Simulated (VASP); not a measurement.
# HC18F: single point with PBE+D3(BJ)

System: HC18F, a slab with vacuum.

```
C F H
1.0
     7.39800    0.00000    0.00000
    -3.69900    6.40686    0.00000
     0.00000    0.00000   11.00000
C F H
18 1 1
Direct
  0.01178 0.99427 0.08558
  0.23462 0.10569 0.08564
  0.01339 0.32703 0.08569
  0.23291 0.43667 0.08569
  0.01107 0.65860 0.08559
  0.23516 0.77068 0.08555
  0.34668 0.99368 0.08556
  0.56626 0.10366 0.08567
  0.34441 0.32527 0.08570
  0.56859 0.43729 0.08566
  0.34468 0.66068 0.08567
  0.56789 0.77218 0.08600
  0.67795 0.99230 0.08586
  0.90220 0.10422 0.08568
  0.67846 0.32765 0.08568
  0.90128 0.43902 0.08569
  0.68022 0.66009 0.08564
  0.89972 0.77010 0.08555
  0.59994 0.84387 0.36986
  0.59907 0.84307 0.28441
```

| Item | Value |
| --- | --- |
| Program | VASP 6.6.1 |
| Task | single point |
| Functional | PBE |
| Dispersion | D3(BJ) |
| Potentials or basis | VASP PAW PBE potentials, release 64 (C_h, F_h, H_h) |
| Cutoff | 910 eV |
| k mesh | 2 × 2 × 1 |
| Occupations | gaussian, width 0.02 eV |
| Spin | no spin polarisation |

- Largest force: 0.041 eV/Å
- Band gap on the k mesh: 0.19 eV
- Dispersion energy per atom: -0.085 eV

Forces in eV/Å, atoms in the order of the input:
```
C    0.004 -0.008  0.000
C    0.005 -0.006  0.001
C   -0.013  0.000 -0.001
C    0.009  0.010 -0.001
C    0.006  0.005  0.000
C   -0.009  0.002  0.000
C   -0.006  0.000  0.001
C    0.002  0.006 -0.002
C    0.010  0.012  0.001
C   -0.015 -0.005  0.000
C    0.006 -0.009  0.000
C    0.003 -0.010  0.002
C   -0.002  0.005  0.000
C   -0.007  0.002 -0.001
C    0.003 -0.011 -0.002
C    0.009 -0.005 -0.002
C   -0.012 -0.001  0.001
C    0.007  0.011  0.000
F   -0.002  0.001 -0.038
H    0.001  0.000  0.041
```

Levels at points of the mesh, in eV from the valence-band top:
```csv
k point,band 36,band 37,band 38,band 39,band 40,band 41,band 42,band 43,band 44,band 45
"(0.00, 0.00, 0.00)",-4.34,-2.96,-2.96,-0.06,0.00,0.19,0.22,3.44,4.79,4.89
"(0.50, 0.00, 0.00)",-2.63,-2.58,-2.53,-2.52,-2.26,1.77,2.53,2.58,2.64,2.66
"(0.00, 0.50, 0.00)",-2.59,-2.58,-2.55,-2.53,-2.26,1.75,2.54,2.57,2.64,2.69
"(0.50, 0.50, 0.00)",-2.64,-2.58,-2.53,-2.51,-2.26,1.77,2.54,2.58,2.63,2.66
```

It took 11 min on 1 thread of Intel(R) Xeon(R) Platinum 8375C CPU @ 2.90GHz (Ice Lake), on a shared host, peak memory 1.3 GiB.

Caveat: the k points lie up to 0.49 Å⁻¹ apart.
